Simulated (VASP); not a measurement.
# W2F3 (P-3m1) in VASP: a series of runs

The runs below take W2F3 through single point, relaxation of cell and atoms, with PBE.

Everything below comes from runs of VASP 6.6.1. Logs are shortened: lines on timing, memory, paths and dates and some standing lists are left out, and cuts for length are marked.

### Step 1. The cell of the first run

It takes space group P-3m1 (No. 164, trigonal). Conventional cell: a = 3.592 Å, b = 3.592 Å, c = 5.588 Å, α = 90.00°, β = 90.00°, γ = 120.00°. W (site symmetry 3m) has 7 F at 2.16 to 2.49 Å within 2.9 Å. F (site symmetry -3m) has 6 W at 2.49 Å and 6 F at 2.87 Å within 3.3 Å. F (site symmetry 3m) has 4 W at 2.16 to 2.24 Å and 6 F at 2.63 to 2.87 Å within 2.9 Å.

### Step 2. Single point, PBE

File INCAR:

```
PREC     = Accurate       # precision mode
ENCUT    = 520            # plane-wave cutoff, eV
EDIFF    = 1E-6           # SCF threshold, eV
ISMEAR   = 0              # smearing method
SIGMA    = 0.1            # smearing width, eV
LREAL    = False          # projectors in reciprocal space
LASPH    = True           # aspherical terms in the spheres
NELM     = 80             # most SCF steps
ALGO     = Normal         # electronic algorithm
ISIF     = 2              # what is computed and relaxed
LWAVE    = False          # write WAVECAR
LCHARG   = False          # write CHGCAR
GGA      = PE             # functional
NBANDS   = 32             # bands
```

File KPOINTS:

```
regular mesh
0
Gamma
  6 6 4
```

File POSCAR:

```
W2F3
1.0
    3.5919326816      0.0000000000      0.0000000000
   -1.7959663408      3.1107049509      0.0000000000
    0.0000000000      0.0000000000      5.5884637914
W F
2 3
Direct
    0.3333333333      0.6666666667      0.2450000000
    0.6666666667      0.3333333333      0.7550000000
    0.0000000000      0.0000000000      0.0000000000
    0.3333333333      0.6666666667      0.6450000000
    0.6666666667      0.3333333333      0.3550000000
```

Potentials or basis: VASP PAW PBE potentials, release 64 (W_sv, F).

The run is started by

```
$ cat potpaw_PBE.64/W_sv/POTCAR potpaw_PBE.64/F/POTCAR > POTCAR
$ mpirun -np 1 vasp_std > vasp.out
```

OUTCAR:

```text
PREC = Accurate
   ENCUT = 520
   EDIFF = 1E-6
   ISMEAR = 0
   LREAL = False
   LASPH = True
   NELM = 80
   ISIF = 2
   GGA = PE

 ion  position               nearest neighbor table
   1  0.333  0.667  0.245-   5 2.16   5 2.16   5 2.16   4 2.24   3 2.49   3 2.49   3 2.49   2 3.43
                             2 3.43   2 3.43
   2  0.667  0.333  0.755-   4 2.16   4 2.16   4 2.16   5 2.24   3 2.49   3 2.49   3 2.49   1 3.43
                             1 3.43   1 3.43
   3  0.000  0.000  0.000-   1 2.49   2 2.49   1 2.49   2 2.49   2 2.49   1 2.49
   4  0.333  0.667  0.645-   2 2.16   2 2.16   2 2.16   1 2.24
   5  0.667  0.333  0.355-   1 2.16   1 2.16   1 2.16   2 2.24

  LATTYP: Found a hexagonal cell.
 ALAT       =     3.5919326816
 C/A-ratio  =     1.5558375634

  Lattice vectors:

 A1 = (   3.5919326816,   0.0000000000,   0.0000000000)
 A2 = (  -1.7959663408,   3.1107049509,   0.0000000000)
 A3 = (   0.0000000000,   0.0000000000,   5.5884637914)

Analysis of symmetry for initial positions (statically):
=====================================================================
 Subroutine PRICEL returns:
 Original cell was already a primitive cell.

 Routine SETGRP: Setting up the symmetry group for a
 hexagonal supercell.

 Subroutine GETGRP returns: Found 12 space group operations
 (whereof 12 operations were pure point group operations)
 out of a pool of 24 trial point group operations.

The static configuration has the point symmetry D_3d.

Analysis of symmetry for dynamics (positions and initial velocities):
=====================================================================
 Subroutine PRICEL returns:
 Original cell was already a primitive cell.

 Routine SETGRP: Setting up the symmetry group for a
 hexagonal supercell.

 Subroutine GETGRP returns: Found 12 space group operations
 (whereof 12 operations were pure point group operations)
 out of a pool of 24 trial point group operations.

The dynamic configuration has the point symmetry D_3d.

 Subroutine INISYM returns: Found 12 space group operations
 (whereof 12 operations are pure point group operations),
 and found     1 'primitive' translations

----------------------------------------------------------------------------------------

                                     Primitive cell

  volume of cell :      62.4424

  direct lattice vectors                    reciprocal lattice vectors
     3.591932682  0.000000000  0.000000000     0.278401654  0.160735270  0.000000000
    -1.795966341  3.110704951  0.000000000     0.000000000  0.321470540  0.000000000
     0.000000000  0.000000000  5.588463791     0.000000000  0.000000000  0.178940052

  length of vectors
     3.591932682  3.591932682  5.588463791     0.321470540  0.321470540  0.178940052

  position of ions in fractional coordinates (direct lattice)
     0.333333333  0.666666667  0.245000000
     0.666666667  0.333333333  0.755000000
     0.000000000  0.000000000  0.000000000
     0.333333333  0.666666667  0.645000000
     0.666666667  0.333333333  0.355000000

  ion indices of the primitive-cell ions
   primitive index   ion index
                 1           1
                 2           2
                 3           3
                 4           4
                 5           5

----------------------------------------------------------------------------------------

 KPOINTS: regular mesh

Automatic generation of k-mesh.
 Grid dimensions read from file:
 generate k-points for:    6    6    4

 Generating k-lattice:

  Cartesian coordinates                     Fractional coordinates (reciprocal lattice)
     0.046400276  0.026789212  0.000000000     0.166666667  0.000000000  0.000000000
     0.000000000  0.053578423  0.000000000     0.000000000  0.166666667  0.000000000
     0.000000000  0.000000000  0.044735013     0.000000000  0.000000000  0.250000000

  Length of vectors
     0.053578423  0.053578423  0.044735013

  Shift w.r.t. Gamma in fractional coordinates (k-lattice)
     0.000000000  0.000000000  0.000000000

 Subroutine IBZKPT returns following result:
 ===========================================

 Found     24 irreducible k-points:

 Following reciprocal coordinates:
            Coordinates               Weight
  0.000000  0.000000  0.000000      1.000000
  0.166667 -0.000000  0.000000      6.000000
  0.333333  0.000000  0.000000      6.000000
  0.500000  0.000000  0.000000      3.000000
  0.166667  0.166667  0.000000      6.000000
  0.333333  0.166667  0.000000     12.000000
[... 16 lines left out ...]
  0.333333  0.166667  0.500000     12.000000
  0.333333  0.333333  0.500000      2.000000
   k-points           NKPTS =     24   k-points in BZ     NKDIM =     24   number of bands    NBANDS=     32
   number of dos      NEDOS =    301   number of ions     NIONS =      5
   total plane-waves  NPLWV =  32928
   dimension x,y,z NGX =    28 NGY =   28 NGZ =   42
   dimension x,y,z NGXF=    56 NGYF=   56 NGZF=   84
   ions per type =               2   3
   NGX,Y,Z   is equivalent  to a cutoff of  12.96, 12.96, 12.49 a.u.
   NGXF,Y,Z  is equivalent  to a cutoff of  25.92, 25.92, 24.99 a.u.
 SYSTEM =  unknown system
   PREC   = accura    normal or accurate (medium, high low for compatibility)
   ISTART =      0    job   : 0-new  1-cont  2-samecut
   ICHARG =      2    charge: 1-file 2-atom 10-const
   ISPIN  =      1    spin polarized calculation?
   LNONCOLLINEAR =      F non collinear calculations
   LSORBIT =      F    spin-orbit coupling
   LASPH  =      T    aspherical Exc in radial PAW
   ENCUT  =  520.0 eV  38.22 Ry    6.18 a.u.   6.68  6.68 10.39*2*pi/ulx,y,z
   NELM   =     80;   NELMIN=  2; NELMDL= -5     # of ELM steps
   EDIFF  = 0.1E-05   stopping-criterion for ELM
   LREAL  =      F    real-space projection
   EDIFFG = 0.1E-04   stopping-criterion for IOM
   NSW    =      0    number of steps for IOM
   IBRION =     -1    ionic relax: 0-MD 1-quasi-New 2-CG
   NFREE  =      0    steps in history (QN), initial steepest desc. (CG)
   ISIF   =      2    stress and relaxation
   ISYM   =      2    0-nonsym 1-usesym 2-fastsym
   POTIM  = 0.5000    time-step for ionic-motion
   TEBEG  =    0.0;   TEEND  =   0.0 temperature during run
   PSTRESS=    0.0 pullay stress
   NELECT =      49.0000    total number of electrons
   NUPDOWN=      -1.0000    fix difference up-down
   EMIN   =  10.00;   EMAX   =-10.00  energy-range for DOS
   EFERMI =   0.00;   METHOD = LEGACY
   ISMEAR =     0;   SIGMA  =   0.10  broadening in eV -4-tet -1-fermi 0-gaus
   EFERMI_NEDOS =   21; number of points for ismear=-14 and -15
   IALGO  =     38    algorithm
   IMIX   =      4    mixing-type and parameters
     AMIX     =   0.40;   BMIX     =  1.00
     AMIX_MAG =   1.60;   BMIX_MAG =  1.00
  volume/ion in A,a.u.               =      12.49        84.28
  Fermi-wavevector in a.u.,A,eV,Ry     =   1.510012  2.853509 31.023133  2.280136
  Thomas-Fermi vector in A             =   2.620258
   LORBIT       =      0    0 simple, 1 ext, 2 COOP (PROOUT), +10 PAW based schemes
   GGA     = PE    functional components
   LHFCALC =     F    Hartree Fock is set to
   AEXX    =    0.0000 exact exchange contribution
   IVDW    =     0    specifies the selected vdW correction
   LEPSILON=     F    determine dielectric tensor
   LRPA    =     F    only Hartree local field effects (RPA)
 non-spin polarized calculation
 Gauss-broadening in eV      SIGMA  =   0.10
  energy-cutoff  :      520.00
  volume of cell :       62.44
 maximum number of plane-waves:      1701
 NGX is ok and might be reduce to    28
   NGX = 13   NGY = 13   NGZ = 21

 number of electron      48.9999986 magnetization

 Free energy of the ion-electron system (eV)
  ---------------------------------------------------
  ext. energy  EPLUGINS =         0.00000000
  ---------------------------------------------------
  free energy    TOTEN  =       -28.54871350 eV

  energy without entropy =      -28.51409106  energy(sigma->0) =      -28.53140228

 E-fermi :   8.3056     XC(G=0): -11.9824

 val. band max:        8.2961797288   @ k =   0.1667  -0.0000   0.2500
 cond. band min:       8.3156528743   @ k =   0.5000   0.0000   0.0000
 fundamental gap:      0.0194731455
 Fermi energy:         8.3055537776

 k-point     1 :       0.0000    0.0000    0.0000
  band No.  band energies     occupation
      1     -66.8854      2.00000
      2     -66.8785      2.00000
      3     -31.1695      2.00000
      4     -31.1054      2.00000
      5     -31.1054      2.00000
      6     -31.0779      2.00000
[... 24 lines left out ...]
     31      10.3137      0.00000
     32      12.3918      0.00000

 k-point     2 :       0.1667   -0.0000    0.0000
  band No.  band energies     occupation
      1     -66.8842      2.00000
      2     -66.8782      2.00000
      3     -31.1602      2.00000
      4     -31.1405      2.00000
      5     -31.1138      2.00000
      6     -31.1077      2.00000
[... 24 lines left out ...]
     31      10.3326      0.00000
     32      12.7687      0.00000

 k-point     3 :       0.3333    0.0000    0.0000
  band No.  band energies     occupation
      1     -66.8816      2.00000
      2     -66.8777      2.00000
      3     -31.2141      2.00000
      4     -31.1946      2.00000
      5     -31.1300      2.00000
      6     -31.1018      2.00000
[... 24 lines left out ...]
     31      10.2949      0.00000
     32      13.3244      0.00000

 k-point     4 :       0.5000    0.0000    0.0000
  band No.  band energies     occupation
      1     -66.8801      2.00000
      2     -66.8778      2.00000
      3     -31.2506      2.00000
      4     -31.2255      2.00000
      5     -31.1378      2.00000
      6     -31.0953      2.00000
[... 24 lines left out ...]
     31      12.0350      0.00000
     32      12.1229      0.00000

 k-point     5 :       0.1667    0.1667    0.0000
  band No.  band energies     occupation
      1     -66.8824      2.00000
      2     -66.8778      2.00000
      3     -31.1837      2.00000
      4     -31.1821      2.00000
      5     -31.1333      2.00000
      6     -31.1072      2.00000
[... 584 lines left out ...]
     31      11.8877      0.00000
     32      12.5772      0.00000

 k-point    22 :       0.1667    0.1667    0.5000
  band No.  band energies     occupation
      1     -66.8801      2.00000
      2     -66.8799      2.00000
      3     -31.2048      2.00000
      4     -31.1897      2.00000
      5     -31.1139      2.00000
      6     -31.1136      2.00000
[... 24 lines left out ...]
     31      10.5774      0.00000
     32      10.9101      0.00000

 k-point    23 :       0.3333    0.1667    0.5000
  band No.  band energies     occupation
      1     -66.8789      2.00000
      2     -66.8789      2.00000
      3     -31.2474      2.00000
      4     -31.2355      2.00000
      5     -31.1352      2.00000
      6     -31.1320      2.00000
[... 24 lines left out ...]
     31      11.9046      0.00000
     32      12.3696      0.00000

 k-point    24 :       0.3333    0.3333    0.5000
  band No.  band energies     occupation
      1     -66.8786      2.00000
      2     -66.8786      2.00000
      3     -31.2392      2.00000
      4     -31.2392      2.00000
      5     -31.1622      2.00000
      6     -31.1544      2.00000
[... 24 lines left out ...]
     31      13.0465      0.00000
     32      13.0465      0.00000

------------------------ aborting loop because EDIFF is reached ----------------------------------------

  FORCE on cell =-STRESS in cart. coord.  units (eV):
  Direction    XX          YY          ZZ          XY          YZ          ZX
  --------------------------------------------------------------------------------------
  -------------------------------------------------------------------------------------
  Total        4.3169125      4.3169125      1.7232685      0.0000000      0.0000000      0.0000000
  in kB      110.7654649    110.7654649     44.2164701      0.0000000      0.0000000      0.0000000
  external PRESSURE =      88.5824667 kB  Pullay stress =       0.0000000 kB

 VOLUME and BASIS-vectors are now :
 -----------------------------------------------------------------------------
  energy-cutoff  :      520.00
  volume of cell :       62.44
      direct lattice vectors                 reciprocal lattice vectors
     3.591932682  0.000000000  0.000000000     0.278401654  0.160735270  0.000000000
    -1.795966341  3.110704951  0.000000000     0.000000000  0.321470540  0.000000000
     0.000000000  0.000000000  5.588463791     0.000000000  0.000000000  0.178940052

 POSITION                                       TOTAL-FORCE (eV/Angst)
 -----------------------------------------------------------------------------------
     -0.00000      2.07380      1.36917         0.000000      0.000000     -4.536300
      1.79597      1.03690      4.21929         0.000000      0.000000      4.536300
      0.00000      0.00000      0.00000         0.000000      0.000000     -0.000000
     -0.00000      2.07380      3.60456         0.000000      0.000000     -0.373540
      1.79597      1.03690      1.98390        -0.000000     -0.000000      0.373540
 -----------------------------------------------------------------------------------
    total drift:                                0.000000     -0.000000      0.000000

  FREE ENERGIE OF THE ION-ELECTRON SYSTEM (eV)
  ---------------------------------------------------
  free  energy   TOTEN  =       -28.5487134987 eV

  energy  without entropy=      -28.5140910617  energy(sigma->0) =      -28.53140228
```

Wall time 48 s (1 thread of Intel Xeon Platinum 8488C (Sapphire Rapids), shared host); peak memory 0.2 GiB.

Results:

| Item | Value |
| --- | --- |
| Free energy | -28.5487 eV |
| Pressure | 8.9 GPa |
| Largest force | 4.536 eV/Å |
| Band gap on the k mesh | zero (an odd number of electrons rules out a gap without spin polarisation) |

Forces in eV/Å, atoms in the order of the input:
```
W    0.000  0.000 -4.536
W    0.000  0.000  4.536
F    0.000  0.000  0.000
F    0.000  0.000 -0.374
F    0.000  0.000  0.374
```

Levels at points of the mesh, in eV from the Fermi level:
| k point | band 23 | band 24 | band 25 | band 26 | band 27 | band 28 |
| --- | --- | --- | --- | --- | --- | --- |
| (0.00, 0.00, 0.00) | -1.30 | -0.49 | -0.06 | 0.21 | 0.21 | 1.59 |
| (0.50, 0.00, 0.00) | -0.65 | -0.57 | 0.01 | 0.78 | 0.80 | 0.99 |
| (0.00, 0.00, 0.50) | -0.93 | -0.58 | -0.38 | -0.18 | -0.18 | 1.32 |
| (0.50, 0.00, 0.50) | -0.40 | -0.03 | 0.11 | 0.35 | 1.20 | 1.27 |

Caveat: the cell stands under pressure; spin-orbit coupling is left out, which moves the levels of the heavy elements; an odd number of electrons without spin polarisation forces a metal; a magnetic or distorted state may lie lower.

### Step 3. Relaxation of cell and atoms, PBE

File INCAR:

```
PREC     = Accurate       # precision mode
ENCUT    = 600            # plane-wave cutoff, eV
EDIFF    = 1E-6           # SCF threshold, eV
ISMEAR   = 0              # smearing method
SIGMA    = 0.1            # smearing width, eV
LREAL    = False          # projectors in reciprocal space
LASPH    = True           # aspherical terms in the spheres
NELM     = 100            # most SCF steps
ALGO     = Normal         # electronic algorithm
ISIF     = 3              # what is computed and relaxed
LWAVE    = False          # write WAVECAR
LCHARG   = False          # write CHGCAR
GGA      = PE             # functional
IBRION   = 2              # ionic algorithm
NSW      = 90             # ionic steps
EDIFFG   = -0.04          # ionic threshold
```

KPOINTS is that of step 2.

POSCAR is that of step 2.

Potentials or basis: VASP PAW PBE potentials, release 64 (W_sv, F).

The run is started by

```
$ cat potpaw_PBE.64/W_sv/POTCAR potpaw_PBE.64/F/POTCAR > POTCAR
$ mpirun -np 1 vasp_std > vasp.out
```

Wall time 24 min (1 thread of Intel Xeon Platinum 8488C (Sapphire Rapids), shared host); peak memory 0.25 GiB.

Results (log left out):

```
Free energy                           : -35.6868 eV
Relaxed volume                        : 14.11 Å³/atom
Relaxed cell                          : a = 4.473 Å, b = 4.473 Å, c = 4.073 Å, α = 90.00°, β = 90.00°, γ = 120.00°
Space group after relaxing (to 0.1 Å) : P6/mmm (No. 191)
Energy gained by relaxing             : 1426.3 meV/atom
Ionic steps                           : 44
Pressure after relaxing               : -0.2 GPa
Largest force after relaxing          : 0.030 eV/Å
Band gap on the k mesh                : zero (an odd number of electrons rules out a gap without spin polarisation)
```

Forces on the atoms (eV/Å):
```
W    0.000  0.000  0.019
W    0.000  0.000 -0.019
F    0.000  0.000  0.000
F    0.000  0.000 -0.030
F    0.000  0.000  0.030
```

The path:
```
step  energy change (eV)  largest force (eV/Å)  pressure (GPa)  volume (Å³)
   1              0.0000                4.5368            8.84        62.44
   3             -2.8966                3.2591          -15.00        76.05
   5             -3.0083                0.1398          -14.74        83.35
   7             -2.7457                4.6740           12.37        70.73
   9             -3.7394                0.5902           -2.88        71.56
  11             -3.8190                0.6289            0.02        68.73
  13             -3.8423                0.4686            4.36        64.98
  15             -3.9474                0.1378            0.95        66.64
  17             -4.1743                0.9109            6.13        65.58
  19             -4.1828                0.8510            6.00        65.54
  21             -4.1903                1.0013            6.78        65.44
  23             -4.4057                2.4286            6.67        68.27
  25             -4.8708                1.5263           -2.79        75.12
  27             -5.0211                1.3416           -8.64        79.82
  29             -5.5318                2.6216           -9.36        82.15
  31             -6.3542                2.4792           -7.82        77.17
  33             -6.3910                2.8128           -7.18        76.11
  35             -6.8727                0.9605           -1.05        70.92
  37             -7.0334                0.7086            4.14        68.96
  39             -7.0854                0.5805           -1.36        71.03
  41             -7.1221                0.3949           -0.96        70.85
  43             -7.1304                0.1090            0.71        70.19
  44             -7.1317                0.0304           -0.24        70.56
```

Final structure:
```
W F
1.0
     4.47281    0.00000    0.00000
    -2.23641    3.87357    0.00000
     0.00000    0.00000    4.07257
W F
2 3
Direct
  0.33333 0.66667 0.00001
  0.66667 0.33333 0.99999
  0.00000 0.00000 0.00000
  0.33333 0.66667 0.50039
  0.66667 0.33333 0.49961
```

Levels at points of the mesh, in eV from the Fermi level:
```csv
k point,band 22,band 23,band 24,band 25,band 26,band 27,band 28,band 29
"(0.00, 0.00, 0.00)",-1.37,-1.37,-0.06,-0.06,1.68,1.68,2.04,2.04
"(0.50, 0.00, 0.00)",-1.81,-1.20,-0.63,-0.63,0.87,2.14,2.47,2.80
"(0.00, 0.00, 0.50)",-0.16,-0.16,0.25,0.25,2.06,2.06,2.60,2.60
"(0.50, 0.00, 0.50)",-1.24,-0.60,-0.07,0.68,1.75,2.25,3.14,3.32
```

Caveat: a cell axis changed by over 15 % at a fixed basis, so the end point is rough; spin-orbit coupling is left out, which moves the levels of the heavy elements; an odd number of electrons without spin polarisation forces a metal; a magnetic or distorted state may lie lower.

(Part 1 of 2 ends here.)
